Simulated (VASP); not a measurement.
The system is Ti.

```
Ti
1.0
    -3.07628    3.07628    2.01819
     3.07628   -3.07628    2.01819
     3.07628    3.07628   -2.01819
Ti
4
Direct
  0.66667 0.50000 0.16667
  0.33333 0.50000 0.83333
  0.25000 0.91667 0.66667
  0.25000 0.58333 0.33333
```

- Program: VASP 6.6.1
- Task: relaxation of cell and atoms
- Functional: PBE
- Potentials or basis: VASP PAW PBE potentials, release 64 (Ti_sv)
- Cutoff: 600 eV
- k mesh: 6 × 6 × 6
- Occupations: gaussian, width 0.1 eV
- Spin: no spin polarisation

At the start: pressure 11.5 GPa; volume 19.10 Å³/atom.

Question: Where does the relaxation end?

Answer: Over 11 steps the energy falls by 1207.7 meV/atom and the volume is 17.62 Å³/atom (-7.7 %); space group I4_1md (No. 109, to 0.05 Å).

Step by step:
```
step  energy change (eV)  largest force (eV/Å)  pressure (GPa)  volume (Å³)
   1              0.0000                2.0196           11.52        76.40
   2             -2.8245                0.3223          -11.22        90.78
   3             -2.8686                0.1980          -12.32        91.92
   4             -4.6619                0.4722           -6.09        75.50
   5             -4.6946                0.5169           -4.54        73.99
   6             -4.6977                0.5294           -3.97        73.50
   7             -4.7985                0.3195            1.41        69.38
   8             -4.7986                0.3277            1.26        69.50
   9             -4.8225                0.1396            0.45        70.10
  10             -4.8267                0.0101           -0.02        70.47
  11             -4.8307                0.0018           -0.07        70.49
```

Final structure:
```xyz
4
Lattice="-3.5460 3.5460 1.4015 3.5460 -3.5460 1.4015 3.5460 3.5460 -1.4015" Properties=species:S:1:pos:R:3 pbc="T T T"
Ti    0.0000    1.2919    1.4015
Ti    3.5460    2.2540    0.0000
Ti    4.8379    0.0000    0.7007
Ti    2.2540    0.0000    0.7007
```
